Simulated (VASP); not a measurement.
## BaSeO: electric field gradients with LDA

Crystal: BaSeO.

```xyz
3
Lattice="-2.2254 2.2254 3.6802 2.2254 -2.2254 3.6802 2.2254 2.2254 -3.6802" Properties=species:S:1:pos:R:3 pbc="T T T"
Ba    0.0000    0.0000   -0.2699
Se    0.0000    0.0000    2.9125
O     0.0000    0.0000    4.7177
```

| Quantity | Value |
| --- | --- |
| Program | VASP 6.6.1 |
| Task | electric field gradients |
| Functional | LDA |
| Potentials or basis | VASP PAW LDA potentials, release 64 (Ba_sv, Se, O) |
| Cutoff | 520 eV |
| k mesh | 10 × 10 × 10 |
| Occupations | gaussian, width 0.01 eV |
| Spin | no spin polarisation |
| Dipole correction | no |
| Further INCAR settings | ALGO = Normal; EDIFF = 1e-08; NBANDS = 18 |

```json
{
  "Pressure": "1.4 GPa",
  "Largest force": "0.293 eV/Å",
  "Band gap on the k mesh": "0.82 eV",
  "Largest electric field gradient by atom": "Ba -47.1; Se +649.0; O +188.0 V/Å²"
}
```

Forces in eV/Å, atoms in the order of the input:
```
Ba   0.000  0.000  0.293
Se   0.000  0.000 -0.124
O    0.000  0.000 -0.169
```

Stress tensor (GPa, compression positive):
```
0.74 0.00 0.00
0.00 0.74 0.00
0.00 0.00 2.79
```

Levels at points of the mesh, in eV from the valence-band top:
```tsv
k point	band 7	band 8	band 9	band 10	band 11	band 12	band 13	band 14	band 15	band 16
(0.00, 0.00, 0.00)	-5.69	-3.57	-3.57	-1.29	-1.29	1.86	1.96	3.61	3.69	5.67
(0.50, 0.00, 0.00)	-4.72	-4.27	-4.19	-1.34	-0.88	1.45	3.75	4.40	4.72	5.66
(0.50, 0.50, 0.00)	-5.37	-3.87	-3.69	-2.09	-0.17	2.51	4.64	5.02	5.26	6.21
(0.50, 0.50, 0.50)	-5.19	-3.67	-3.67	0.00	0.00	0.82	1.56	4.32	5.26	5.64
```

Electric field gradients, principal values (V/Å²):
```tsv
atom	least	middle	greatest (by size)
1 Ba	23.553	23.553	-47.105
2 Se	-324.511	-324.511	649.023
3 O	-94.019	-94.024	188.043
```

Run time: 96 s on 1 thread of Intel(R) Xeon(R) Platinum 8375C CPU @ 2.90GHz (Ice Lake), with other jobs on the host, peak memory 0.29 GiB.

Caveat: without QUAD_EFG the Cq values of the log hold for a quadrupole moment of 1 mb, not for the nuclei; spin-orbit coupling is left out, which moves the levels of the heavy elements. A k mesh can miss the band edges.
